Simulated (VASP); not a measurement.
# AlRu (Pm-3m) in VASP: further runs, part 2 of 2

VASP 6.6.1. The steps go on from the part before.

### 5 Single point, B3LYP

POSCAR

```
AlRu
1.0
    2.9916000000      0.0000000000      0.0000000000
    0.0000000000      2.9916000000      0.0000000000
    0.0000000000      0.0000000000      2.9916000000
Ru Al
1 1
Direct
    0.5000000000      0.5000000000      0.5000000000
    0.0000000000      0.0000000000      0.0000000000
```

INCAR.step1

```
SYSTEM = AlRu
ALGO = Normal
EDIFF = 1E-5
ENCUT = 520
GGA = PE
ISIF = 2
ISMEAR = -1
LASPH = .True.
LCHARG = .False.
LREAL = .False.
LWAVE = .True.
NBANDS = 16
NELM = 80
PREC = Accurate
SIGMA = 0.05
```

INCAR.step2

```
SYSTEM = AlRu
AEXX = 0.2
AGGAC = 0.81
AGGAX = 0.72
ALDAC = 0.19
ALGO = Normal
EDIFF = 1E-6
ENCUT = 520
GGA = B3
ISIF = 2
ISMEAR = -1
ISTART = 1
LASPH = .True.
LCHARG = .False.
LHFCALC = .True.
LREAL = .False.
LWAVE = .False.
NBANDS = 16
NELM = 80
PREC = Accurate
PRECFOCK = Normal
SIGMA = 0.05
```

KPOINTS

```
k-points
0
Gamma
  5 5 5
  0 0 0
```

Potentials or basis: VASP PAW PBE potentials, release 64 (Ru_pv, Al).

Run with:

```sh
> cat potpaw_PBE.64/Ru_pv/POTCAR potpaw_PBE.64/Al/POTCAR > POTCAR
> cp INCAR.step1 INCAR
> mpirun -np 1 vasp_std > vasp.out
> cp INCAR.step2 INCAR
> mpirun -np 1 vasp_std > vasp.out
```

OUTCAR:

```text
SYSTEM = AlRu
   AEXX = 0.2
   EDIFF = 1E-6
   ENCUT = 520
   GGA = B3
   ISIF = 2
   ISMEAR = -1
   ISTART = 1
   LASPH = .True.
   LHFCALC = .True.
   LREAL = .False.
   NELM = 80
   PREC = Accurate
   PRECFOCK = Normal

 ion  position               nearest neighbor table
   1  0.500  0.500  0.500-   2 2.59   2 2.59   2 2.59   2 2.59   2 2.59   2 2.59   2 2.59   2 2.59

   2  0.000  0.000  0.000-   1 2.59   1 2.59   1 2.59   1 2.59   1 2.59   1 2.59   1 2.59   1 2.59

  LATTYP: Found a simple cubic cell.
 ALAT       =     2.9916000000

  Lattice vectors:

 A1 = (   2.9916000000,   0.0000000000,   0.0000000000)
 A2 = (   0.0000000000,   2.9916000000,   0.0000000000)
 A3 = (   0.0000000000,   0.0000000000,   2.9916000000)

Analysis of symmetry for initial positions (statically):
=====================================================================
 Subroutine PRICEL returns:
 Original cell was already a primitive cell.

 Routine SETGRP: Setting up the symmetry group for a
 simple cubic supercell.

 Subroutine GETGRP returns: Found 48 space group operations
[... 9 lines left out ...]

 Routine SETGRP: Setting up the symmetry group for a
 simple cubic supercell.

 Subroutine GETGRP returns: Found 48 space group operations
[... 11 lines left out ...]
                                     Primitive cell

  volume of cell :      26.7738

  direct lattice vectors                    reciprocal lattice vectors
     2.991600000  0.000000000  0.000000000     0.334269287  0.000000000  0.000000000
     0.000000000  2.991600000  0.000000000     0.000000000  0.334269287  0.000000000
     0.000000000  0.000000000  2.991600000     0.000000000  0.000000000  0.334269287

  length of vectors
     2.991600000  2.991600000  2.991600000     0.334269287  0.334269287  0.334269287

  position of ions in fractional coordinates (direct lattice)
     0.500000000  0.500000000  0.500000000
     0.000000000  0.000000000  0.000000000

  ion indices of the primitive-cell ions
   primitive index   ion index
                 1           1
                 2           2

----------------------------------------------------------------------------------------

 KPOINTS: k-points

Automatic generation of k-mesh.
 Grid dimensions read from file:
 generate k-points for:    5    5    5

 Generating k-lattice:

  Cartesian coordinates                     Fractional coordinates (reciprocal lattice)
     0.066853857  0.000000000  0.000000000     0.200000000  0.000000000  0.000000000
     0.000000000  0.066853857  0.000000000     0.000000000  0.200000000  0.000000000
     0.000000000  0.000000000  0.066853857     0.000000000  0.000000000  0.200000000

  Length of vectors
     0.066853857  0.066853857  0.066853857

  Shift w.r.t. Gamma in fractional coordinates (k-lattice)
     0.000000000  0.000000000  0.000000000

 Subroutine IBZKPT returns following result:
 ===========================================

 Found     10 irreducible k-points:

 Following reciprocal coordinates:
            Coordinates               Weight
  0.000000  0.000000  0.000000      1.000000
  0.200000  0.000000  0.000000      6.000000
  0.400000  0.000000  0.000000      6.000000
  0.200000  0.200000  0.000000     12.000000
  0.400000  0.200000  0.000000     24.000000
  0.400000  0.400000  0.000000     12.000000
  0.200000  0.200000  0.200000      8.000000
  0.400000  0.200000  0.200000     24.000000
  0.400000  0.400000  0.200000     24.000000
  0.400000  0.400000  0.400000      8.000000
   k-points           NKPTS =     10   k-points in BZ     NKDIM =    125   number of bands    NBANDS=     16
   number of dos      NEDOS =    301   number of ions     NIONS =      2
   total plane-waves  NPLWV =  13824
   dimension x,y,z NGX =    24 NGY =   24 NGZ =   24
   dimension x,y,z NGXF=    48 NGYF=   48 NGZF=   48
   ions per type =               1   1
   NGX,Y,Z   is equivalent  to a cutoff of  13.34, 13.34, 13.34 a.u.
   NGXF,Y,Z  is equivalent  to a cutoff of  26.67, 26.67, 26.67 a.u.
 SYSTEM =  AlRu
   PREC   = accura    normal or accurate (medium, high low for compatibility)
   ISTART =      1    job   : 0-new  1-cont  2-samecut
   ICHARG =      0    charge: 1-file 2-atom 10-const
   ISPIN  =      1    spin polarized calculation?
   LNONCOLLINEAR =      F non collinear calculations
   LSORBIT =      F    spin-orbit coupling
   LASPH  =      T    aspherical Exc in radial PAW
   ENCUT  =  520.0 eV  38.22 Ry    6.18 a.u.   5.56  5.56  5.56*2*pi/ulx,y,z
   NELM   =     80;   NELMIN=  2; NELMDL=  0     # of ELM steps
   EDIFF  = 0.1E-05   stopping-criterion for ELM
   LREAL  =      F    real-space projection
   EDIFFG = 0.1E-04   stopping-criterion for IOM
   NSW    =      0    number of steps for IOM
   IBRION =     -1    ionic relax: 0-MD 1-quasi-New 2-CG
   NFREE  =      0    steps in history (QN), initial steepest desc. (CG)
   ISIF   =      2    stress and relaxation
   ISYM   =      3    0-nonsym 1-usesym 2-fastsym
   POTIM  = 0.5000    time-step for ionic-motion
   TEBEG  =    0.0;   TEEND  =   0.0 temperature during run
   PSTRESS=    0.0 pullay stress
   NELECT =      17.0000    total number of electrons
   NUPDOWN=      -1.0000    fix difference up-down
   EMIN   =  10.00;   EMAX   =-10.00  energy-range for DOS
   EFERMI =   0.00;   METHOD = LEGACY
   ISMEAR =    -1;   SIGMA  =   0.05  broadening in eV -4-tet -1-fermi 0-gaus
   EFERMI_NEDOS =   21; number of points for ismear=-14 and -15
   IALGO  =     38    algorithm
   IMIX   =      1    mixing-type and parameters
     AMIX     =   0.40;   BMIX     =  1.00
     AMIX_MAG =   1.60;   BMIX_MAG =  1.00
  volume/ion in A,a.u.               =      13.39        90.34
  Fermi-wavevector in a.u.,A,eV,Ry     =   1.407087  2.659009 26.938090  1.979894
  Thomas-Fermi vector in A             =   2.529382
   LORBIT       =      0    0 simple, 1 ext, 2 COOP (PROOUT), +10 PAW based schemes
   GGA     = B3    functional components
   LHFCALC =     T    Hartree Fock is set to
   PRECFOCK=normal    Normal, Fast or Accurate (Low or Medium for compatibility)
   ENCUT4O =  -1.0   cutoff for four orbital integrals eV
   NKREDX  =     1    reduce k-point grid by
   NKREDY  =     1    reduce k-point grid by
   NKREDZ  =     1    reduce k-point grid by
   AEXX    =    0.2000 exact exchange contribution
   HFSCREEN=    0.0000 screening length (either q_TF or 0.3 A-1)
   HFSCREENC=   0.0000 screening length for correlation (either q_TF or 0.3 A-1)
   ENCUTFOCK=  -1.0 apply spherical cutoff to Coloumb kernel
   IVDW    =     0    specifies the selected vdW correction
   LEPSILON=     F    determine dielectric tensor
   LRPA    =     F    only Hartree local field effects (RPA)
 non-spin polarized calculation
  energy-cutoff  :      520.00
  volume of cell :       26.77
 maximum number of plane-waves:       739
 NGX is ok and might be reduce to    24
  NGX = 18; NGY = 18; NGZ = 18

 number of electron      16.9999996 magnetization

 Free energy of the ion-electron system (eV)
  ---------------------------------------------------
  ext. energy  EPLUGINS =         0.00000000
  ---------------------------------------------------
  free energy    TOTEN  =       -15.14085909 eV

  energy without entropy =      -15.12768600  energy(sigma->0) =      -15.13427254

 E-fermi :  11.0848     XC(G=0): -10.0050

 val. band max:       10.5536620922   @ k =   0.4000   0.0000   0.0000
 cond. band min:      11.1063548413   @ k =   0.4000   0.4000   0.2000
 fundamental gap:      0.5526927491
 Fermi energy:        11.0847523995

 k-point     1 :       0.0000    0.0000    0.0000
  band No.  band energies     occupation
      1     -33.3401      2.00000
      2     -33.3401      2.00000
      3     -33.3401      2.00000
      4      -0.0709      2.00000
      5       6.6052      2.00000
      6       6.6052      2.00000
[... 8 lines left out ...]
     15      26.6065      0.00000
     16      27.1956      0.00000

 k-point     2 :       0.2000    0.0000    0.0000
  band No.  band energies     occupation
      1     -33.4274      2.00000
      2     -33.3337      2.00000
      3     -33.3337      2.00000
      4       0.7551      2.00000
      5       6.7759      2.00000
      6       6.8790      2.00000
[... 8 lines left out ...]
     15      26.6065      0.00000
     16      29.6958      0.00000
[... 121 lines left out ...]
      5       6.4403      2.00000
      6       6.8055      2.00000
[... 8 lines left out ...]
     15      24.5355      0.00000
     16      26.6061      0.00000

 k-point    10 :       0.4000    0.4000    0.4000
  band No.  band energies     occupation
      1     -33.5257      2.00000
      2     -33.5228      2.00000
      3     -33.5228      2.00000
      4       4.8480      2.00000
      5       5.5768      2.00000
      6       5.5768      2.00000
[... 8 lines left out ...]
     15      21.5207      0.00000
     16      26.6018      0.00000

------------------------ aborting loop because EDIFF is reached ----------------------------------------

  FORCE on cell =-STRESS in cart. coord.  units (eV):
  Direction    XX          YY          ZZ          XY          YZ          ZX
  --------------------------------------------------------------------------------------
  -------------------------------------------------------------------------------------
  Total        0.6637442      0.6637442      0.6637442      0.0000000     -0.0000000      0.0000000
  in kB       39.7192257     39.7192257     39.7192257      0.0000000     -0.0000000      0.0000000
  external PRESSURE =      39.7192257 kB  Pullay stress =       0.0000000 kB

 VOLUME and BASIS-vectors are now :
 -----------------------------------------------------------------------------
  energy-cutoff  :      520.00
  volume of cell :       26.77
      direct lattice vectors                 reciprocal lattice vectors
     2.991600000  0.000000000  0.000000000     0.334269287  0.000000000  0.000000000
     0.000000000  2.991600000  0.000000000     0.000000000  0.334269287  0.000000000
     0.000000000  0.000000000  2.991600000     0.000000000  0.000000000  0.334269287

 POSITION                                       TOTAL-FORCE (eV/Angst)
 -----------------------------------------------------------------------------------
      1.49580      1.49580      1.49580         0.000000      0.000000      0.000000
      0.00000      0.00000      0.00000         0.000000      0.000000      0.000000
 -----------------------------------------------------------------------------------
    total drift:                               -0.000000     -0.000000     -0.000000

  FREE ENERGIE OF THE ION-ELECTRON SYSTEM (eV)
  ---------------------------------------------------
  free  energy   TOTEN  =       -15.1408590882 eV

  energy  without entropy=      -15.1276859982  energy(sigma->0) =      -15.13427254
```

Run time: 20 min. Hardware: 1 thread of Intel Xeon 6975P-C, shared host; peak memory 0.15 GiB.

Results:

```
Free energy : -15.1409 eV
Pressure    : 4.0 GPa
```

Caveat: the k points lie up to 0.42 Å⁻¹ apart; the PAW data sets were made with another functional, which shifts forces and pressure a little.

### 6 Single point, r2SCAN50

POSCAR is that of step 5.

INCAR.step1: that of step 5 with these lines changed.

```diff
@@ -8,3 +8,2 @@
 LASPH = .True.
-LCHARG = .False.
 LREAL = .False.
@@ -12,3 +11,3 @@
 NBANDS = 16
-NELM = 80
+NELM = 100
 PREC = Accurate
```

INCAR.step2

```
SYSTEM = AlRu
AEXX = 0.5
ALGO = Normal
EDIFF = 1E-7
ENCUT = 520
ISIF = 2
ISMEAR = -1
ISTART = 1
LASPH = .True.
LCHARG = .True.
LELF = .True.
LHFCALC = .True.
LMIXTAU = .True.
LREAL = .False.
LVHAR = .True.
LWAVE = .False.
METAGGA = R2SCAN
NBANDS = 16
NELM = 100
PREC = Accurate
PRECFOCK = Normal
SIGMA = 0.05
```

KPOINTS is that of step 5.

Potentials or basis: VASP PAW PBE potentials, release 64 (Ru_pv, Al).

Run with:

```sh
> cat potpaw_PBE.64/Ru_pv/POTCAR potpaw_PBE.64/Al/POTCAR > POTCAR
> cp INCAR.step1 INCAR
> mpirun -np 1 vasp_std > vasp.out
> cp INCAR.step2 INCAR
> mpirun -np 1 vasp_std > vasp.out
```

Wall time 12 min (1 thread of AMD EPYC 9R45 (Zen 5), shared host); peak memory 0.13 GiB.

The run converged. Its results:

| Property | Result |
| --- | --- |
| Free energy | -31.7905 eV |
| Pressure | -12.0 GPa |

Levels at points of the mesh, in eV from the Fermi level:
```csv
k point,band 7,band 8,band 9,band 10,band 11,band 12
"(0.00, 0.00, 0.00)",-1.10,-1.10,-1.10,8.78,8.78,8.78
```

Caveat: the k points lie up to 0.42 Å⁻¹ apart; the PAW data sets were made with another functional, which shifts forces and pressure a little.

### 7 The runs side by side

| level | screening parameter | share of exact exchange | gap on the mesh (eV) | pressure (GPa) |
| --- | --- | --- | --- | --- |
| HSE06 | 0.2079 1/Å | - | none | -2.8 |
| PBEsol-based screened hybrid | 0.207 1/Å | 0.25 | none | -6.5 |
| PBE-based screened hybrid | 0.3 1/Å | 0.25 | none | -2.4 |
| B3LYP | - | - | none | 4.0 |
| r2SCAN50 | - | - | none | -12.0 |

Alike in all rows: task single point; potentials or basis VASP PAW PBE potentials, release 64 (Ru_pv, Al); no spin polarisation; cell as given; k mesh 5 × 5 × 5; cutoff (eV) 520; smearing fermi-dirac 0.05 eV.

Caveats: all runs use coarse meshes; the PAW data sets were made with another functional, which shifts forces and pressure a little.

Absolute energies hang on the potentials; compare differences alone.
